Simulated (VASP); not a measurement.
Wanted: the native input for a VASP 6.6.1 run.

```
Task                   : single point
Functional             : PBE
Potentials or basis    : VASP PAW PBE potentials, release 64 (B, As)
Cutoff                 : 520 eV
k mesh                 : 4 × 4 × 2
Occupations            : gaussian, width 0.1 eV
Spin                   : no spin polarisation
Dipole correction      : no
Further INCAR settings : LREAL = Auto; ALGO = Normal; EDIFF = 1e-06; NBANDS = 46
```

The structure of BAs lies in POSCAR:

```
BAs
1.0
    4.4188520679      0.0000000000      0.0000000000
    0.0000000000      4.4188520679      0.0000000000
    0.0000000000      0.0000000000     13.6415833879
B As
8 8
Direct
    0.3547536888      0.8713895682      0.9473801435
    0.3713895682      0.1452463112      0.1973801435
    0.1452463112      0.3713895682      0.8026198565
    0.8713895682      0.3547536888      0.0526198565
    0.6452463112      0.1286104318      0.4473801435
    0.6286104318      0.8547536888      0.6973801435
    0.8547536888      0.6286104318      0.3026198565
    0.1286104318      0.6452463112      0.5526198565
    0.0310761894      0.5678215580      0.9331636575
    0.0678215580      0.4689238106      0.1831636575
    0.4689238106      0.0678215580      0.8168363425
    0.5678215580      0.0310761894      0.0668363425
    0.9689238106      0.4321784420      0.4331636575
    0.9321784420      0.5310761894      0.6831636575
    0.5310761894      0.9321784420      0.3168363425
    0.4321784420      0.9689238106      0.5668363425
```

The cell was generated, and may not be a known phase.

These files were run (other wordings do the same):

INCAR

```
SYSTEM = BAs
ALGO = Normal
EDIFF = 1E-6
ENCUT = 520
GGA = PE
ISIF = 2
ISMEAR = 0
LASPH = .TRUE.
LCHARG = .TRUE.
LELF = .TRUE.
LREAL = Auto
LVHAR = .TRUE.
LWAVE = .FALSE.
NBANDS = 46
NELM = 100
PREC = Accurate
SIGMA = 0.1
```

KPOINTS

```
k-points
0
G
  4 4 2
  0 0 0
```

Potentials or basis: VASP PAW PBE potentials, release 64 (B, As).

Launch:

```sh
$ cat potpaw_PBE.64/B/POTCAR potpaw_PBE.64/As/POTCAR > POTCAR
$ mpirun -np 1 vasp_std > vasp.out
```

It gave:

```
Pressure               : 0.5 GPa
Largest force          : 0.041 eV/Å
Band gap on the k mesh : zero (bands 32 and 33 overlap by 0.33 eV)
```

Caveat: semilocal functionals underestimate gaps, and a narrow one can read as zero.

It took 3 min on 1 thread of AMD EPYC 7R13 Processor (Zen 3), with other jobs on the host, peak memory 0.35 GiB.
